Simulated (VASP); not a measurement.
# MnS (F-43m) in VASP: notebook

MnS is run at these levels: PBEsol, PBE, RPBE+D3(BJ); tasks: single point.

Everything below comes from runs of VASP 6.6.1. Logs are shortened: lines on timing, memory, paths and dates and some standing lists are left out, and cuts for length are marked.

## 1. The cell of the first run

It takes space group F-43m (No. 216, cubic). Conventional cell: a = 5.012 Å, b = 5.012 Å, c = 5.012 Å, α = 90.00°, β = 90.00°, γ = 90.00°. Within 2.9 Å of Mn (site symmetry -43m) lie 4 S at 2.17 Å. S (site symmetry -43m) has 4 Mn at 2.17 Å within 2.9 Å.

## 2. Single point, PBEsol, collinear spin, ferromagnetic start (volume scaled by 1.04)

File INCAR:

```
PREC     = Accurate       # precision mode
ENCUT    = 520            # plane-wave cutoff, eV
EDIFF    = 1E-7           # SCF threshold, eV
ISMEAR   = -1             # smearing method
SIGMA    = 0.05           # smearing width, eV
LREAL    = False          # projectors in reciprocal space
LASPH    = True           # aspherical terms in the spheres
NELM     = 150            # most SCF steps
ALGO     = Normal         # electronic algorithm
ISIF     = 2              # what is computed and relaxed
LWAVE    = False          # write WAVECAR
LCHARG   = True           # write CHGCAR
ISPIN    = 2              # spin polarisation
MAGMOM   = 4 0            # initial moments
LORBIT   = 11             # projections on sites
LMAXMIX  = 4              # l up to which the mixer works
GGA      = PS             # functional
LELF     = True           # ELF
LVHAR    = True         
NBANDS   = 20             # bands
```

File KPOINTS:

```
Automatic mesh
0
Gamma
  9 9 9
```

File POSCAR:

```
MnS
1.0
    0.0000000000      2.5060127231      2.5060127231
    2.5060127231      0.0000000000      2.5060127231
    2.5060127231      2.5060127231      0.0000000000
Mn S
1 1
Direct
    0.0000000000      0.0000000000      0.0000000000
    0.7500000000      0.7500000000      0.7500000000
```

Potentials or basis: VASP PAW PBE potentials, release 64 (Mn_pv, S).

Command:

```bash
> cat potpaw_PBE.64/Mn_pv/POTCAR potpaw_PBE.64/S/POTCAR > POTCAR
> mpirun -np 1 vasp_std > vasp.out
```

OUTCAR:

```text
PREC = Accurate
   ENCUT = 520
   EDIFF = 1E-7
   ISMEAR = -1
   LREAL = False
   LASPH = True
   NELM = 150
   ISIF = 2
   ISPIN = 2
   LORBIT = 11
   GGA = PS

 ion  position               nearest neighbor table
   1  0.000  0.000  0.000-   2 2.17   2 2.17   2 2.17   2 2.17
   2  0.750  0.750  0.750-   1 2.17   1 2.17   1 2.17   1 2.17

  LATTYP: Found a face centered cubic cell.
 ALAT       =     5.0120254462

  Lattice vectors:

 A1 = (   0.0000000000,   2.5060127231,   2.5060127231)
 A2 = (   2.5060127231,   0.0000000000,   2.5060127231)
 A3 = (   2.5060127231,   2.5060127231,   0.0000000000)

Analysis of symmetry for initial positions (statically):
=====================================================================
 Subroutine PRICEL returns:
 Original cell was already a primitive cell.

 Routine SETGRP: Setting up the symmetry group for a
 face centered cubic supercell.

 Subroutine GETGRP returns: Found 24 space group operations
 (whereof 24 operations were pure point group operations)
 out of a pool of 48 trial point group operations.

The static configuration has the point symmetry T_d .

Analysis of symmetry for dynamics (positions and initial velocities):
=====================================================================
 Subroutine PRICEL returns:
 Original cell was already a primitive cell.

 Routine SETGRP: Setting up the symmetry group for a
 face centered cubic supercell.

 Subroutine GETGRP returns: Found 24 space group operations
 (whereof 24 operations were pure point group operations)
 out of a pool of 48 trial point group operations.

The dynamic configuration has the point symmetry T_d .

Analysis of structural, dynamic, and magnetic symmetry:
=====================================================================
 Subroutine PRICEL returns:
 Original cell was already a primitive cell.

 Routine SETGRP: Setting up the symmetry group for a
 face centered cubic supercell.

 Subroutine GETGRP returns: Found 24 space group operations
 (whereof 24 operations were pure point group operations)
 out of a pool of 48 trial point group operations.

The overall configuration has the point symmetry T_d .

 Subroutine INISYM returns: Found 24 space group operations
 (whereof 24 operations are pure point group operations),
 and found     1 'primitive' translations

----------------------------------------------------------------------------------------

[... 107 lines left out ...]
   ISMEAR =    -1;   SIGMA  =   0.05  broadening in eV -4-tet -1-fermi 0-gaus
   EFERMI_NEDOS =   21; number of points for ismear=-14 and -15
   IALGO  =     38    algorithm
   IMIX   =      4    mixing-type and parameters
     AMIX     =   0.40;   BMIX     =  1.00
     AMIX_MAG =   1.60;   BMIX_MAG =  1.00
  volume/ion in A,a.u.               =      15.74       106.21
  Fermi-wavevector in a.u.,A,eV,Ry     =   1.383565  2.614558 26.044964  1.914251
  Thomas-Fermi vector in A             =   2.508151
   LORBIT       =     11    0 simple, 1 ext, 2 COOP (PROOUT), +10 PAW based schemes
   GGA     = PS    functional components
   LHFCALC =     F    Hartree Fock is set to
   AEXX    =    0.0000 exact exchange contribution
   IVDW    =     0    specifies the selected vdW correction
   LEPSILON=     F    determine dielectric tensor
   LRPA    =     F    only Hartree local field effects (RPA)
 spin polarized calculation
  energy-cutoff  :      520.00
  volume of cell :       31.48
 maximum number of plane-waves:       869
   NGX = 13   NGY = 13   NGZ = 13

 number of electron      19.0000004 magnetization       0.1185336

 number of electron      19.0000004 magnetization      -0.2748217

 Free energy of the ion-electron system (eV)
  ---------------------------------------------------
  ext. energy  EPLUGINS =         0.00000000
  ---------------------------------------------------
  free energy    TOTEN  =       -14.73437265 eV

  energy without entropy =      -14.71361339  energy(sigma->0) =      -14.72399302

 E-fermi :   6.8721     XC(G=0): -11.2283

 val. band max:        6.8383830662   @ k =  -0.3333   0.3333   0.1111
 cond. band min:       6.8767421614   @ k =  -0.4444   0.3333   0.1111
 fundamental gap:      0.0383590951
 Fermi energy:         6.8721329509

 spin component 1

 k-point     1 :       0.0000    0.0000    0.0000
  band No.  band energies     occupation
      1     -40.5747      1.00000
      2     -40.5747      1.00000
      3     -40.5747      1.00000
      4      -8.2040      1.00000
      5       2.3365      1.00000
      6       2.3365      1.00000
[... 541 lines left out ...]
     19      23.6259      0.00000
     20      23.6259      0.00000

 [... further k-points ...]

 spin component 2

 k-point     1 :       0.0000    0.0000    0.0000
  band No.  band energies     occupation
      1     -40.8395      1.00000
      2     -40.8395      1.00000
      3     -40.8395      1.00000
      4      -8.2124      1.00000
      5       2.2709      1.00000
      6       2.2709      1.00000
[... 541 lines left out ...]
     19      23.5942      0.00000
     20      23.5942      0.00000

 [... further k-points ...]
[... 5 lines left out ...]
  --------------------------------------------------------------------------------------
  -------------------------------------------------------------------------------------
  Total       -1.5110036     -1.5110036     -1.5110036     -0.0000000     -0.0000000      0.0000000
  in kB      -76.9123854    -76.9123854    -76.9123854     -0.0000000     -0.0000000      0.0000000
  external PRESSURE =     -76.9123854 kB  Pullay stress =       0.0000000 kB

 VOLUME and BASIS-vectors are now :
 -----------------------------------------------------------------------------
  energy-cutoff  :      520.00
  volume of cell :       31.48
      direct lattice vectors                 reciprocal lattice vectors
     0.000000000  2.506012723  2.506012723    -0.199520136  0.199520136  0.199520136
     2.506012723  0.000000000  2.506012723     0.199520136 -0.199520136  0.199520136
     2.506012723  2.506012723  0.000000000     0.199520136  0.199520136 -0.199520136

 POSITION                                       TOTAL-FORCE (eV/Angst)
 -----------------------------------------------------------------------------------
      0.00000      0.00000      0.00000         0.000000      0.000000      0.000000
      3.75902      3.75902      3.75902        -0.000000     -0.000000     -0.000000
 -----------------------------------------------------------------------------------
    total drift:                               -0.000001     -0.000001     -0.000001

  FREE ENERGIE OF THE ION-ELECTRON SYSTEM (eV)
  ---------------------------------------------------
  free  energy   TOTEN  =       -14.7343726482 eV

  energy  without entropy=      -14.7136133877  energy(sigma->0) =      -14.72399302

 total charge

# of ion       s       p       d       tot
------------------------------------------
    1        0.341   6.295   5.326  11.962
    2        1.313   2.385   0.000   3.699
--------------------------------------------------
tot          1.655   8.680   5.326  15.661

 magnetization (x)

# of ion       s       p       d       tot
------------------------------------------
    1       -0.008  -0.004  -0.256  -0.268
    2        0.001   0.007   0.000   0.008
--------------------------------------------------
tot         -0.007   0.003  -0.256  -0.259
```

Run time: 68 s. Hardware: 1 thread of Intel Xeon Platinum 8488C (Sapphire Rapids), shared host; peak memory 0.19 GiB.

What came out:

| Property | Result |
| --- | --- |
| Free energy | -14.7344 eV |
| Pressure | -7.7 GPa |
| Net moment | -0.27 μB per cell |
| Site moments | Mn -0.27; S +0.01 μB |
| Valence electrons inside the program's atomic spheres | Mn 11.96; S 3.70 |

Caveat: the PAW data sets were made with another functional, which shifts forces and pressure a little; the moment fell far below its start of 4 μB, so a state of higher moment may lie lower in energy; semilocal functionals often make such compounds metallic where correlation or magnetic order opens a gap, which also shifts bond lengths.

(Continued in part 2 of 3.)
